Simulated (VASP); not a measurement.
# Au (P6_3/mmc) in VASP: further runs, part 2 of 2

VASP 6.6.1. The steps go on from the part before.

### 4 Single point, LDA (volume scaled by 1.12)

The input, INCAR:

```
PREC = Accurate
ENCUT = 520
EDIFF = 1E-6
ISMEAR = -1
SIGMA = 0.1
LREAL = False
LASPH = True
NELM = 100
ALGO = Normal
ISIF = 2
LWAVE = False
LCHARG = True
GGA = CA
LELF = True
LVHAR = True
NBANDS = 18
```

The input, KPOINTS:

```
regular mesh
0
Gamma
  14 14 8
```

The input, POSCAR:

```
Au
1.0
    2.9488334453      0.0000000000      0.0000000000
   -1.4744167226      2.5537646752      0.0000000000
    0.0000000000      0.0000000000      4.9326990490
Au
2
Direct
    0.3333333333      0.6666666667      0.2500000000
    0.6666666667      0.3333333333      0.7500000000
```

Potentials or basis: VASP PAW LDA potentials, release 64 (Au).

The run is started by

```bash
cat potpaw_LDA.64/Au/POTCAR > POTCAR
mpirun -np 1 vasp_std > vasp.out
```

OUTCAR:

```text
PREC = Accurate
   ENCUT = 520
   EDIFF = 1E-6
   ISMEAR = -1
   LREAL = False
   LASPH = True
   NELM = 100
   ISIF = 2
   GGA = CA

 ion  position               nearest neighbor table
   1  0.333  0.667  0.250-   2 3.00   2 3.00   2 3.00   2 3.00   2 3.00   2 3.00
   2  0.667  0.333  0.750-   1 3.00   1 3.00   1 3.00   1 3.00   1 3.00   1 3.00

  LATTYP: Found a hexagonal cell.
 ALAT       =     2.9488334453
 C/A-ratio  =     1.6727628537

  Lattice vectors:

 A1 = (   2.9488334453,   0.0000000000,   0.0000000000)
 A2 = (  -1.4744167226,   2.5537646752,   0.0000000000)
 A3 = (   0.0000000000,   0.0000000000,   4.9326990490)

Analysis of symmetry for initial positions (statically):
=====================================================================
 Subroutine PRICEL returns:
 Original cell was already a primitive cell.

 Routine SETGRP: Setting up the symmetry group for a
 hexagonal supercell.

 Subroutine GETGRP returns: Found 24 space group operations
 (whereof 12 operations were pure point group operations)
 out of a pool of 24 trial point group operations.

The static configuration has the point symmetry D_3d.
 The point group associated with its full space group is D_6h.

Analysis of symmetry for dynamics (positions and initial velocities):
=====================================================================
 Subroutine PRICEL returns:
 Original cell was already a primitive cell.

 Routine SETGRP: Setting up the symmetry group for a
 hexagonal supercell.

 Subroutine GETGRP returns: Found 24 space group operations
 (whereof 12 operations were pure point group operations)
 out of a pool of 24 trial point group operations.

The dynamic configuration has the point symmetry D_3d.
 The point group associated with its full space group is D_6h.

 Subroutine INISYM returns: Found 24 space group operations
[... 111 lines left out ...]
   EFERMI =   0.00;   METHOD = LEGACY
   ISMEAR =    -1;   SIGMA  =   0.10  broadening in eV -4-tet -1-fermi 0-gaus
   EFERMI_NEDOS =   21; number of points for ismear=-14 and -15
   IALGO  =     38    algorithm
   IMIX   =      4    mixing-type and parameters
     AMIX     =   0.40;   BMIX     =  1.00
     AMIX_MAG =   1.60;   BMIX_MAG =  1.00
  volume/ion in A,a.u.               =      18.57       125.34
  Fermi-wavevector in a.u.,A,eV,Ry     =   1.374814  2.598021 25.716540  1.890112
  Thomas-Fermi vector in A             =   2.500206
   LORBIT       =      0    0 simple, 1 ext, 2 COOP (PROOUT), +10 PAW based schemes
   GGA     = CA    functional components
   LHFCALC =     F    Hartree Fock is set to
   AEXX    =    0.0000 exact exchange contribution
   IVDW    =     0    specifies the selected vdW correction
   LEPSILON=     F    determine dielectric tensor
   LRPA    =     F    only Hartree local field effects (RPA)
 non-spin polarized calculation
  energy-cutoff  :      520.00
  volume of cell :       37.15
 maximum number of plane-waves:      1026
 NGX is ok and might be reduce to    24
   NGX = 11   NGY = 11   NGZ = 19

 number of electron      21.9999997 magnetization

 Free energy of the ion-electron system (eV)
  ---------------------------------------------------
  ext. energy  EPLUGINS =         0.00000000
  ---------------------------------------------------
  free energy    TOTEN  =        -8.67392018 eV

  energy without entropy =       -8.64889931  energy(sigma->0) =       -8.66140975

 E-fermi :   7.8498     XC(G=0): -12.4894

 val. band max:        7.8405757441   @ k =   0.1429   0.1429   0.2500
 cond. band min:       7.8530436692   @ k =   0.4286   0.0714   0.2500
 fundamental gap:      0.0124679251
 Fermi energy:         7.8498092433

 k-point     1 :       0.0000    0.0000    0.0000
  band No.  band energies     occupation
      1      -1.1459      2.00000
      2       1.2155      2.00000
      3       3.4889      2.00000
      4       3.7211      2.00000
      5       3.7211      2.00000
      6       3.9927      2.00000
[... 481 lines left out ...]
      5       3.5632      2.00000
      6       3.6850      2.00000
[... 10 lines left out ...]
     17      18.3360      0.00000
     18      18.6137      0.00000

 [... further k-points ...]

------------------------ aborting loop because EDIFF is reached ----------------------------------------

  FORCE on cell =-STRESS in cart. coord.  units (eV):
  Direction    XX          YY          ZZ          XY          YZ          ZX
  --------------------------------------------------------------------------------------
  -------------------------------------------------------------------------------------
  Total       -3.5834344     -3.5834344     -3.4127247     -0.0000000     -0.0000000      0.0000000
  in kB     -154.5589995   -154.5589995   -147.1960294     -0.0000000     -0.0000000      0.0000000
  external PRESSURE =    -152.1046761 kB  Pullay stress =       0.0000000 kB

 VOLUME and BASIS-vectors are now :
 -----------------------------------------------------------------------------
  energy-cutoff  :      520.00
  volume of cell :       37.15
      direct lattice vectors                 reciprocal lattice vectors
     2.948833445  0.000000000  0.000000000     0.339117152  0.195789379  0.000000000
    -1.474416723  2.553764675  0.000000000     0.000000000  0.391578758  0.000000000
     0.000000000  0.000000000  4.932699049     0.000000000  0.000000000  0.202728768

 POSITION                                       TOTAL-FORCE (eV/Angst)
 -----------------------------------------------------------------------------------
     -0.00000      1.70251      1.23317         0.000000     -0.000000      0.000000
      1.47442      0.85125      3.69952        -0.000000      0.000000      0.000000
 -----------------------------------------------------------------------------------
    total drift:                               -0.000000      0.000000     -0.000000

  FREE ENERGIE OF THE ION-ELECTRON SYSTEM (eV)
  ---------------------------------------------------
  free  energy   TOTEN  =        -8.6739201781 eV

  energy  without entropy=       -8.6488993132  energy(sigma->0) =       -8.66140975
```

OSZICAR:

```text
N       E                     dE             d eps       ncg     rms          rms(c)
DAV:   1     0.119581206195E+03    0.11958E+03   -0.11555E+04  4328   0.117E+03
DAV:   2    -0.718624860530E+01   -0.12677E+03   -0.12046E+03  4616   0.255E+02
DAV:   3    -0.931803602577E+01   -0.21318E+01   -0.21154E+01  5082   0.331E+01
DAV:   4    -0.932735720274E+01   -0.93212E-02   -0.93200E-02  4804   0.233E+00
DAV:   5    -0.932744218861E+01   -0.84986E-04   -0.84986E-04  4832   0.238E-01    0.104E+01
DAV:   6    -0.870946689588E+01    0.61798E+00   -0.12860E+00  4422   0.101E+01    0.686E+00
DAV:   7    -0.867917219508E+01    0.30295E-01   -0.59871E-02  4850   0.209E+00    0.344E+00
DAV:   8    -0.867391986544E+01    0.52523E-02   -0.38541E-03  4522   0.541E-01    0.292E-01
DAV:   9    -0.867391792242E+01    0.19430E-05   -0.24037E-05  4982   0.440E-02    0.158E-02
DAV:  10    -0.867392020256E+01   -0.22801E-05   -0.15990E-06  3882   0.121E-02    0.741E-03
DAV:  11    -0.867392017808E+01    0.24477E-07   -0.10250E-07  2316   0.261E-03
   1 F= -.86739202E+01 E0= -.86614097E+01  d E =-.250209E-01
```

It took 24 s on 1 thread of Intel Xeon Platinum 8559C (Emerald Rapids), shared host; peak memory 0.18 GiB.

What came out:

```yaml
Free_energy: -8.6739 eV
Pressure: -15.2 GPa
Band_gap_on_the_k_mesh: zero (band 11 reaches 11.43 eV, above the bottom of band 12 at 5.39 eV)
```

Stress tensor (GPa, compression positive):
```
-15.46   0.00   0.00
  0.00 -15.46   0.00
  0.00   0.00 -14.72
```

Levels at points of the mesh, in eV from the Fermi level:
```tsv
k point	band 8	band 9	band 10	band 11	band 12	band 13	band 14	band 15
(0.00, 0.00, 0.00)	-3.26	-3.26	-2.06	-2.06	-0.72	2.34	14.61	15.69
(0.50, 0.00, 0.00)	-1.85	-1.80	-1.64	0.37	1.37	5.53	6.75	7.01
(0.00, 0.00, 0.50)	-4.17	-2.46	-2.46	-2.46	-2.46	10.16	10.16	14.85
(0.50, 0.00, 0.50)	-2.23	-1.71	-1.71	0.63	0.63	3.52	3.52	12.86
```

Caveat: the cell differs from its parent crystal (volume scaled by 1.12); spin-orbit coupling is left out, which moves the levels of the heavy elements.

### 5 Relaxation of cell and atoms, LDA

This run uses another cell than the first one, of 16.96 Å³/atom, 0.983 times its volume.

The input, INCAR:

```
SYSTEM = Au
PREC = Accurate
ENCUT = 600
EDIFF = 1E-7
ISMEAR = -1
SIGMA = 0.1
LREAL = .False.
LASPH = .True.
NELM = 100
ALGO = Normal
ISIF = 3
LWAVE = .False.
LCHARG = .False.
GGA = CA
IBRION = 2
NSW = 80
EDIFFG = -0.01
```

The input, KPOINTS:

```
regular mesh
0
Gamma
  13 13 7
  0 0 0
```

The input, POSCAR:

```
Au
1.0
    2.8837471341      0.0000000000      0.0000000000
   -1.4418735670      2.4973982762      0.0000000000
    0.0000000000      0.0000000000      4.7091590700
Au
2
Direct
    0.3333333333      0.6666666667      0.2500000000
    0.6666666667      0.3333333333      0.7500000000
```

Potentials or basis: VASP PAW LDA potentials, release 64 (Au).

The run is started by

```bash
cat potpaw_LDA.64/Au/POTCAR > POTCAR
mpirun -np 1 vasp_std > vasp.out
```

OUTCAR:

```text
SYSTEM = Au
   PREC = Accurate
   ENCUT = 600
   EDIFF = 1E-7
   ISMEAR = -1
   LREAL = .False.
   LASPH = .True.
   NELM = 100
   ISIF = 3
   GGA = CA
   IBRION = 2
   NSW = 80
   EDIFFG = -0.01

 ion  position               nearest neighbor table
   1  0.333  0.667  0.250-   2 2.88   2 2.88   2 2.88   2 2.88   2 2.88   2 2.88
   2  0.667  0.333  0.750-   1 2.88   1 2.88   1 2.88   1 2.88   1 2.88   1 2.88

  LATTYP: Found a hexagonal cell.
 ALAT       =     2.8837471341
 C/A-ratio  =     1.6330000000

  Lattice vectors:

 A1 = (   2.8837471341,   0.0000000000,   0.0000000000)
 A2 = (  -1.4418735670,   2.4973982762,   0.0000000000)
 A3 = (   0.0000000000,   0.0000000000,   4.7091590700)

Analysis of symmetry for initial positions (statically):
=====================================================================
 Subroutine PRICEL returns:
 Original cell was already a primitive cell.

 Routine SETGRP: Setting up the symmetry group for a
 hexagonal supercell.

 Subroutine GETGRP returns: Found 24 space group operations
 (whereof 12 operations were pure point group operations)
 out of a pool of 24 trial point group operations.

The static configuration has the point symmetry D_3d.
 The point group associated with its full space group is D_6h.

Analysis of symmetry for dynamics (positions and initial velocities):
=====================================================================
 Subroutine PRICEL returns:
 Original cell was already a primitive cell.

 Routine SETGRP: Setting up the symmetry group for a
 hexagonal supercell.
[... 190 lines left out ...]

 number of electron      21.9999996 magnetization

 E-fermi :  10.2609     XC(G=0): -13.3346

 val. band max:       10.1402766451   @ k =   0.2308   0.2308   0.4286
 cond. band min:      10.2971051336   @ k =   0.1538   0.1538   0.2857
 fundamental gap:      0.1568284886
 Fermi energy:        10.2608927212

 k-point     1 :       0.0000    0.0000    0.0000
  band No.  band energies     occupation
      1      -0.2311      2.00000
      2       2.3543      2.00000
      3       5.1620      2.00000
      4       5.4056      2.00000
      5       5.4056      2.00000
      6       5.7749      2.00000
      7       5.7749      2.00000
      8       6.4683      2.00000
      9       6.4683      2.00000
     10       8.0716      2.00000
     11       8.0716      2.00000
     12       8.9274      2.00000
     13      13.4693      0.00000
     14      24.7637      0.00000
[... 558 lines left out ...]
--------------------------------------- Ionic step        6  -------------------------------------------

 number of electron      22.0000001 magnetization

 Free energy of the ion-electron system (eV)
  ---------------------------------------------------
  ext. energy  EPLUGINS =         0.00000000
  ---------------------------------------------------
  free energy    TOTEN  =        -8.90083078 eV

  energy without entropy =       -8.88768335  energy(sigma->0) =       -8.89425707

 E-fermi :   9.6035     XC(G=0): -13.1271

 val. band max:        9.6017839215   @ k =   0.1538   0.1538   0.2857
 cond. band min:       9.6650428678   @ k =   0.2308   0.0769   0.2857
 fundamental gap:      0.0632589463
 Fermi energy:         9.6034601536

 k-point     1 :       0.0000    0.0000    0.0000
  band No.  band energies     occupation
      1      -0.4706      2.00000
      2       2.0470      2.00000
      3       4.6982      2.00000
      4       4.9733      2.00000
      5       4.9733      2.00000
      6       5.3092      2.00000
      7       5.3092      2.00000
      8       6.0133      2.00000
      9       6.0133      2.00000
     10       7.4823      2.00000
     11       7.4823      2.00000
     12       8.4190      1.99999
     13      12.5499      0.00000
     14      24.2191      0.00000
[... 444 lines left out ...]
  FREE ENERGIE OF THE ION-ELECTRON SYSTEM (eV)
  ---------------------------------------------------
  free  energy   TOTEN  =        -8.9008307836 eV

  energy  without entropy=       -8.8876833465  energy(sigma->0) =       -8.89425707

 reached required accuracy - stopping structural energy minimisation
```

It took 63 s on 1 thread of Intel Xeon Platinum 8559C (Emerald Rapids), shared host; peak memory 0.18 GiB.

Results:

```
Free energy                            : -8.9008 eV
Relaxed volume                         : 16.62 Å³/atom
Relaxed cell                           : a = 2.843 Å, b = 2.843 Å, c = 4.751 Å, α = 90.00°, β = 90.00°, γ = 120.00°
Space group after relaxing (to 0.05 Å) : P6_3/mmc (No. 194)
Energy gained by relaxing              : 6.4 meV/atom
Ionic steps                            : 6
Pressure after relaxing                : 0.1 GPa
Band gap on the k mesh                 : zero (band 11 reaches 12.79 eV, above the bottom of band 12 at 7.14 eV)
```

Step by step:
```tsv
step	energy change (eV)	largest force (eV/Å)	pressure (GPa)	volume (Å³)
1	0.0000	0.0000	-3.57	33.91
2	0.0144	0.0000	7.64	32.09
3	-0.0099	0.0000	0.43	33.18
4	-0.0125	0.0000	0.17	33.23
5	-0.0128	0.0000	0.09	33.24
6	-0.0128	0.0000	0.08	33.25
```

Final structure:
```cif
data_structure
_symmetry_space_group_name_H-M 'P 1'
_symmetry_Int_Tables_number 1
_cell_length_a 2.8426
_cell_length_b 2.8426
_cell_length_c 4.7511
_cell_angle_alpha 90.000
_cell_angle_beta 90.000
_cell_angle_gamma 120.000
_cell_volume 33.25
loop_
_atom_site_label
_atom_site_type_symbol
_atom_site_fract_x
_atom_site_fract_y
_atom_site_fract_z
_atom_site_occupancy
Au1 Au 0.33333 0.66667 0.25000 1
Au2 Au 0.66667 0.33333 0.75000 1
```

Levels at points of the mesh, in eV from the Fermi level:
```tsv
k point	band 9	band 10	band 11	band 12	band 13	band 14
(0.00, 0.00, 0.00)	-3.59	-2.12	-2.12	-1.18	2.95	14.62
```

Caveat: spin-orbit coupling is left out, which moves the levels of the heavy elements.

### 6 Single point, LDA

This run uses another cell than the first one, of 16.58 Å³/atom, 0.962 times its volume.

The input, INCAR:

```
SYSTEM = Au
ALGO = Normal
EDIFF = 1E-6
ENCUT = 520
ISIF = 2
ISMEAR = -1
LASPH = .True.
LCHARG = .False.
LREAL = .False.
LWAVE = .False.
NBANDS = 18
NELM = 60
PREC = Accurate
SIGMA = 0.1
```

The input, KPOINTS:

```
k-points
0
Gamma
  21 21 11
  0 0 0
```

The input, POSCAR:

```
Au
1.0
    2.8395154501      0.0000000000      0.0000000000
   -1.4197577250      2.4590925142      0.0000000000
    0.0000000000      0.0000000000      4.7498359673
Au
2
Direct
    0.3333333333      0.6666666667      0.2500000000
    0.6666666667      0.3333333333      0.7500000000
```

Potentials or basis: VASP PAW LDA potentials, release 64 (Au).

The run is started by

```bash
cat potpaw_LDA.64/Au/POTCAR > POTCAR
mpirun -np 1 vasp_std > vasp.out
```

It took 60 s on 1 thread of Intel Xeon Platinum 8559C (Emerald Rapids), shared host; peak memory 0.24 GiB.

Results (log left out):

- Free energy: -8.8887 eV
- Pressure: 0.5 GPa
- Band gap on the k mesh: zero (band 11 reaches 13.88 eV, above the bottom of band 12 at 7.13 eV)

Stress tensor (GPa, compression positive):
```
0.42 0.00 0.00
0.00 0.42 0.00
0.00 0.00 0.79
```

Levels at points of the mesh, in eV from the Fermi level:
```tsv
k point	band 7	band 8	band 9	band 10	band 11	band 12	band 13	band 14	band 15	band 16
(0.00, 0.00, 0.00)	-4.38	-3.66	-3.66	-2.19	-2.19	-1.27	2.88	14.55	15.77	16.80
```

Caveat: spin-orbit coupling is left out, which moves the levels of the heavy elements.

### 7 Overview

```csv
task,cell,k mesh,cutoff (eV),gap on the mesh (eV),pressure (GPa)
single point,"a = 2.877, b = 2.877, c = 4.812 Å, angles 90.0, 90.0, 120.0°, 2 atoms",14 × 14 × 8,520,none,-6.2
single point,"a = 2.913, b = 2.913, c = 4.873 Å, angles 90.0, 90.0, 120.0°, 2 atoms",14 × 14 × 8,520,none,-11.3
single point,"a = 2.949, b = 2.949, c = 4.933 Å, angles 90.0, 90.0, 120.0°, 2 atoms",14 × 14 × 8,520,none,-15.2
relaxation of cell and atoms,"relaxed from a = 2.884, b = 2.884, c = 4.709 Å, angles 90.0, 90.0, 120.0°, 2 atoms",13 × 13 × 7,600,none,0.1
single point,"a = 2.840, b = 2.840, c = 4.750 Å, angles 90.0, 90.0, 120.0°, 2 atoms",21 × 21 × 11,520,none,0.5
```

Alike in all rows: level LDA; potentials or basis VASP PAW LDA potentials, release 64 (Au); no spin polarisation; smearing fermi-dirac 0.1 eV.

Caveats: spin-orbit coupling is left out, which moves the levels of the heavy elements.

Total energies depend on the potentials used, so only differences within one code and one set of settings carry meaning.
